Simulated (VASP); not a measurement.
# Au (Im-3m) in VASP: further runs

Au is run at these levels: PBE, r2SCAN; tasks: single point.

Program: VASP 6.6.1. These are calculated values, not measurements. Logs are shortened: lines on timing, memory, paths and dates and some standing lists are left out, and cuts for length are marked.

## (1) The cell of the first run

It takes space group Im-3m (No. 229, cubic). The conventional cell has a = 3.270 Å, b = 3.270 Å, c = 3.270 Å, α = 90.00°, β = 90.00°, γ = 90.00°. Au (site symmetry m-3m) has 14 Au at 2.83 to 3.27 Å within 3.7 Å.

## (2) Single point, PBE

File INCAR:

```
SYSTEM = Au
PREC     = Accurate       ! precision mode
ENCUT    = 500            ! plane-wave cutoff, eV
EDIFF    = 1E-6           ! SCF threshold, eV
ISMEAR   = -1             ! smearing method
SIGMA    = 0.05           ! smearing width, eV
LREAL    = .FALSE.        ! projectors in reciprocal space
LASPH    = .TRUE.         ! aspherical terms in the spheres
NELM     = 120            ! most SCF steps
ALGO     = Normal         ! electronic algorithm
ISIF     = 2              ! what is computed and relaxed
LWAVE    = .FALSE.        ! write WAVECAR
LCHARG   = .FALSE.        ! write CHGCAR
GGA      = PE             ! functional
NBANDS   = 12             ! bands
GGA_COMPAT= .FALSE.
```

File KPOINTS:

```
Automatic mesh
0
G
  11 11 11
  0 0 0
```

File POSCAR:

```
Au
1.0
   -1.6348707273      1.6348707273      1.6348707273
    1.6348707273     -1.6348707273      1.6348707273
    1.6348707273      1.6348707273     -1.6348707273
Au
1
Direct
    0.0000000000      0.0000000000      0.0000000000
```

Potentials or basis: VASP PAW PBE potentials, release 64 (Au).

Launch:

```sh
$ cat potpaw_PBE.64/Au/POTCAR > POTCAR
$ mpirun -np 1 vasp_std > vasp.out
```

OUTCAR:

```text
SYSTEM = Au
   PREC = Accurate
   ENCUT = 500
   EDIFF = 1E-6
   ISMEAR = -1
   LREAL = .FALSE.
   LASPH = .TRUE.
   NELM = 120
   ISIF = 2
   GGA = PE

 ion  position               nearest neighbor table
   1  0.000  0.000  0.000-

  LATTYP: Found a body centered cubic cell.
 ALAT       =     3.2697414546

  Lattice vectors:

 A1 = (  -1.6348707273,   1.6348707273,   1.6348707273)
 A2 = (   1.6348707273,  -1.6348707273,   1.6348707273)
 A3 = (   1.6348707273,   1.6348707273,  -1.6348707273)

Analysis of symmetry for initial positions (statically):
=====================================================================
 Subroutine PRICEL returns:
 Original cell was already a primitive cell.

 Routine SETGRP: Setting up the symmetry group for a
 body centered cubic supercell.

 Subroutine GETGRP returns: Found 48 space group operations
 (whereof 48 operations were pure point group operations)
 out of a pool of 48 trial point group operations.

The static configuration has the point symmetry O_h .

Analysis of symmetry for dynamics (positions and initial velocities):
=====================================================================
 Subroutine PRICEL returns:
 Original cell was already a primitive cell.

 Routine SETGRP: Setting up the symmetry group for a
 body centered cubic supercell.

 Subroutine GETGRP returns: Found 48 space group operations
 (whereof 48 operations were pure point group operations)
 out of a pool of 48 trial point group operations.

The dynamic configuration has the point symmetry O_h .

 Subroutine INISYM returns: Found 48 space group operations
 (whereof 48 operations are pure point group operations),
 and found     1 'primitive' translations

----------------------------------------------------------------------------------------

                                     Primitive cell

  volume of cell :      17.4787

  direct lattice vectors                    reciprocal lattice vectors
    -1.634870727  1.634870727  1.634870727     0.000000000  0.305834579  0.305834579
     1.634870727 -1.634870727  1.634870727     0.305834579  0.000000000  0.305834579
     1.634870727  1.634870727 -1.634870727     0.305834579  0.305834579  0.000000000

  length of vectors
     2.831679163  2.831679163  2.831679163     0.432515409  0.432515409  0.432515409

[... 70 lines left out ...]
   ISTART =      0    job   : 0-new  1-cont  2-samecut
   ICHARG =      2    charge: 1-file 2-atom 10-const
   ISPIN  =      1    spin polarized calculation?
   LNONCOLLINEAR =      F non collinear calculations
   LSORBIT =      F    spin-orbit coupling
   LASPH  =      T    aspherical Exc in radial PAW
   ENCUT  =  500.0 eV  36.75 Ry    6.06 a.u.   5.16  5.16  5.16*2*pi/ulx,y,z
   NELM   =    120;   NELMIN=  2; NELMDL= -5     # of ELM steps
   EDIFF  = 0.1E-05   stopping-criterion for ELM
   LREAL  =      F    real-space projection
[... 7 lines left out ...]
   TEBEG  =    0.0;   TEEND  =   0.0 temperature during run
   PSTRESS=    0.0 pullay stress
   NELECT =      11.0000    total number of electrons
   NUPDOWN=      -1.0000    fix difference up-down
   EMIN   =  10.00;   EMAX   =-10.00  energy-range for DOS
   EFERMI =   0.00;   METHOD = LEGACY
   ISMEAR =    -1;   SIGMA  =   0.05  broadening in eV -4-tet -1-fermi 0-gaus
   EFERMI_NEDOS =   21; number of points for ismear=-14 and -15
   IALGO  =     38    algorithm
   IMIX   =      4    mixing-type and parameters
     AMIX     =   0.40;   BMIX     =  1.00
     AMIX_MAG =   1.60;   BMIX_MAG =  1.00
  volume/ion in A,a.u.               =      17.48       117.95
  Fermi-wavevector in a.u.,A,eV,Ry     =   1.402929  2.651151 26.779114  1.968209
  Thomas-Fermi vector in A             =   2.525642
   LORBIT       =      0    0 simple, 1 ext, 2 COOP (PROOUT), +10 PAW based schemes
   GGA     = PE    functional components
   LHFCALC =     F    Hartree Fock is set to
   AEXX    =    0.0000 exact exchange contribution
   IVDW    =     0    specifies the selected vdW correction
   LEPSILON=     F    determine dielectric tensor
   LRPA    =     F    only Hartree local field effects (RPA)
 non-spin polarized calculation
  energy-cutoff  :      500.00
  volume of cell :       17.48
 maximum number of plane-waves:       453
 NGX is ok and might be reduce to    24
   NGX = 11   NGY = 11   NGZ = 11

 number of electron      11.0000002 magnetization

 Free energy of the ion-electron system (eV)
  ---------------------------------------------------
  ext. energy  EPLUGINS =         0.00000000
  ---------------------------------------------------
  free energy    TOTEN  =        -3.18833644 eV

  energy without entropy =       -3.18238170  energy(sigma->0) =       -3.18535907

 E-fermi :   8.9363     XC(G=0): -12.5661

 val. band max:        8.9319035885   @ k =  -0.3636   0.3636   0.2727
 cond. band min:       8.9447884266   @ k =  -0.4545   0.4545   0.0909
 fundamental gap:      0.0128848380
 Fermi energy:         8.9362663708

 k-point     1 :       0.0000    0.0000    0.0000
  band No.  band energies     occupation
      1      -0.5212      2.00000
      2       4.3354      2.00000
      3       4.3354      2.00000
      4       4.3354      2.00000
      5       6.1908      2.00000
      6       6.1908      2.00000
      7      25.5769      0.00000
      8      25.5769      0.00000
      9      25.5769      0.00000
     10      32.9541      0.00000
     11      32.9541      0.00000
     12      32.9541      0.00000
[... 331 lines left out ...]
 k-point    24 :       0.3636    0.1818    0.0909
  band No.  band energies     occupation
      1       2.9364      2.00000
      2       3.4639      2.00000
      3       5.0910      2.00000
      4       6.2477      2.00000
      5       6.4374      2.00000
      6      12.1388      0.00000
      7      12.3490      0.00000
      8      17.9576      0.00000
      9      20.5737      0.00000
     10      31.0667      0.00000
     11      32.6927      0.00000
     12      34.8589      0.00000

 [... further k-points ...]
[... 5 lines left out ...]
  --------------------------------------------------------------------------------------
  -------------------------------------------------------------------------------------
  Total        0.5210587      0.5210587      0.5210587     -0.0000000     -0.0000000      0.0000000
  in kB       47.7624975     47.7624975     47.7624975     -0.0000000     -0.0000000      0.0000000
  external PRESSURE =      47.7624975 kB  Pullay stress =       0.0000000 kB

 VOLUME and BASIS-vectors are now :
 -----------------------------------------------------------------------------
  energy-cutoff  :      500.00
  volume of cell :       17.48
      direct lattice vectors                 reciprocal lattice vectors
    -1.634870727  1.634870727  1.634870727     0.000000000  0.305834579  0.305834579
     1.634870727 -1.634870727  1.634870727     0.305834579  0.000000000  0.305834579
     1.634870727  1.634870727 -1.634870727     0.305834579  0.305834579  0.000000000

 POSITION                                       TOTAL-FORCE (eV/Angst)
 -----------------------------------------------------------------------------------
      0.00000      0.00000      0.00000         0.000000      0.000000      0.000000
 -----------------------------------------------------------------------------------
    total drift:                                0.000000      0.000000     -0.000000

  FREE ENERGIE OF THE ION-ELECTRON SYSTEM (eV)
  ---------------------------------------------------
  free  energy   TOTEN  =        -3.1883364352 eV

  energy  without entropy=       -3.1823816954  energy(sigma->0) =       -3.18535907
```

Wall time 15 s (1 thread of Intel Xeon 8259CL, shared host); peak memory 0.15 GiB.

Results:

- Free energy: -3.1883 eV
- Pressure: 4.8 GPa

Caveat: spin-orbit coupling is left out, which moves the levels of the heavy elements.

## (3) Single point, PBE

This run uses another cell than the first one, of 18.57 Å³/atom, 1.062 times its volume.

File INCAR:

```
ALGO = Normal
EDIFF = 1E-6
ENCUT = 500
GGA = PE
GGA_COMPAT = F
ISIF = 2
ISMEAR = -1
LASPH = T
LCHARG = F
LREAL = F
LWAVE = F
NBANDS = 12
NELM = 120
PREC = Accurate
SIGMA = 0.05
```

File KPOINTS:

```
k-points
0
Gamma
  11 11 11
```

File POSCAR:

```
Au
1.0
   -1.6682446112      1.6682446112      1.6682446112
    1.6682446112     -1.6682446112      1.6682446112
    1.6682446112      1.6682446112     -1.6682446112
Au
1
Direct
    0.0000000000      0.0000000000      0.0000000000
```

Potentials or basis: VASP PAW PBE potentials, release 64 (Au).

Launch:

```sh
$ cat potpaw_PBE.64/Au/POTCAR > POTCAR
$ mpirun -np 1 vasp_std > vasp.out
```

It took 14 s on 1 thread of Intel Xeon 8259CL, shared host; peak memory 0.14 GiB.

Results (log left out):

| Property | Result |
| --- | --- |
| Free energy | -3.1916 eV |
| Pressure | -3.5 GPa |

Levels at points of the mesh, in eV from the Fermi level:
| k point | band 2 | band 3 | band 4 | band 5 | band 6 | band 7 | band 8 | band 9 | band 10 | band 11 |
| --- | --- | --- | --- | --- | --- | --- | --- | --- | --- | --- |
| (0.00, 0.00, 0.00) | -4.30 | -4.30 | -4.30 | -2.62 | -2.62 | 16.59 | 16.59 | 16.59 | 22.92 | 22.92 |

Caveat: spin-orbit coupling is left out, which moves the levels of the heavy elements.

## (4) Single point, r2SCAN

This run uses another cell than the first one, of 15.41 Å³/atom, 0.882 times its volume.

File POSCAR:

```
Au
1.0
   -1.5676237511      1.5676237511      1.5676237511
    1.5676237511     -1.5676237511      1.5676237511
    1.5676237511      1.5676237511     -1.5676237511
Au
1
Direct
    0.0000000000      0.0000000000      0.0000000000
```

File INCAR.step1:

```
PREC = Accurate ; ENCUT = 520
ISMEAR = -1 ; SIGMA = 0.05
LREAL = F ; LASPH = T
NELM = 60 ; NBANDS = 12
GGA = PE ; ALGO = Normal
EDIFF = 1E-4 ; LWAVE = T
LCHARG = F
```

File INCAR.step2:

```
PREC = Accurate ; ENCUT = 520
EDIFF = 1E-7 ; ISMEAR = -1
SIGMA = 0.05 ; LREAL = F
LASPH = T ; NELM = 60
ALGO = Normal ; ISIF = 2
LWAVE = F ; LCHARG = F
METAGGA = R2SCAN ; LMIXTAU = T
NBANDS = 12 ; ISTART = 1
```

File KPOINTS:

```
Automatic mesh
0
Gamma
  11 11 11
```

Launch:

```sh
$ cat potpaw_PBE.64/Au/POTCAR > POTCAR
$ cp INCAR.step1 INCAR
$ mpirun -np 1 vasp_std > vasp.out
$ cp INCAR.step2 INCAR
$ mpirun -np 1 vasp_std > vasp.out
```

Run time: 68 s. Hardware: 1 thread of AMD EPYC 7R43 (Zen 3), shared host; peak memory 0.1 GiB.

Results (log left out):

```
Free energy : -50.3837 eV
Pressure    : 30.7 GPa
```

Levels at points of the mesh, in eV from the Fermi level:
```
           k point  band 3  band 4  band 5  band 6  band 7  band 8  band 9  band 10
(0.00, 0.00, 0.00)   -5.63   -5.63   -3.30   -3.30   17.53   17.53   17.53    27.47
```

Caveat: the PAW data sets were made with another functional, which shifts forces and pressure a little; spin-orbit coupling is left out, which moves the levels of the heavy elements.

## (5) Single point, r2SCAN

This run uses another cell than the first one, of 15.96 Å³/atom, 0.913 times its volume.

File POSCAR:

```
Au
1.0
   -1.5862279497      1.5862279497      1.5862279497
    1.5862279497     -1.5862279497      1.5862279497
    1.5862279497      1.5862279497     -1.5862279497
Au
1
Direct
    0.0000000000      0.0000000000      0.0000000000
```

File INCAR.step1:

```
SYSTEM = Au
PREC = Accurate
ENCUT = 520
ISMEAR = -1
SIGMA = 0.05
LREAL = .False.
LASPH = .True.
NELM = 80
NBANDS = 12
GGA = PE
ALGO = Normal
EDIFF = 1E-4
LWAVE = .True.
LCHARG = .False.
```

File INCAR.step2:

```
SYSTEM = Au
PREC = Accurate
ENCUT = 520
EDIFF = 1E-6
ISMEAR = -1
SIGMA = 0.05
LREAL = .False.
LASPH = .True.
NELM = 80
ALGO = Normal
ISIF = 2
LWAVE = .False.
LCHARG = .False.
METAGGA = R2SCAN
LMIXTAU = .True.
NBANDS = 12
ISTART = 1
```

File KPOINTS:

```
Automatic mesh
0
Gamma
  11 11 11
  0 0 0
```

Launch:

```sh
$ cat potpaw_PBE.64/Au/POTCAR > POTCAR
$ cp INCAR.step1 INCAR
$ mpirun -np 1 vasp_std > vasp.out
$ cp INCAR.step2 INCAR
$ mpirun -np 1 vasp_std > vasp.out
```

Run time: 59 s. Hardware: 1 thread of AMD EPYC 7R43 (Zen 3), shared host; peak memory 0.1 GiB.

It converged, with:

```yaml
Free_energy: -50.4720 eV
Pressure: 20.5 GPa
```

Levels at points of the mesh, in eV from the Fermi level:
```csv
k point,band 4,band 5,band 6,band 7,band 8,band 9
"(0.00, 0.00, 0.00)",-5.40,-3.20,-3.20,17.55,17.55,17.55
```

Caveat: the PAW data sets were made with another functional, which shifts forces and pressure a little; spin-orbit coupling is left out, which moves the levels of the heavy elements.

## (6) The runs side by side

```tsv
level	cell	cutoff (eV)	gap on the mesh (eV)	pressure (GPa)
PBE	a = 2.832 Å, angles 109.5°, 1 atom	500	none	4.8
PBE	a = 2.889 Å, angles 109.5°, 1 atom	500	none	-3.5
r2SCAN	a = 2.715 Å, angles 109.5°, 1 atom	520	none	30.7
r2SCAN	a = 2.747 Å, angles 109.5°, 1 atom	520	none	20.5
```

Alike in all rows: task single point; potentials or basis VASP PAW PBE potentials, release 64 (Au); no spin polarisation; k mesh 11 × 11 × 11; smearing fermi-dirac 0.05 eV.

Caveats: spin-orbit coupling is left out, which moves the levels of the heavy elements; the PAW data sets were made with another functional, which shifts forces and pressure a little (some runs).

Total energies depend on the potentials used, so only differences within one code and one set of settings carry meaning.
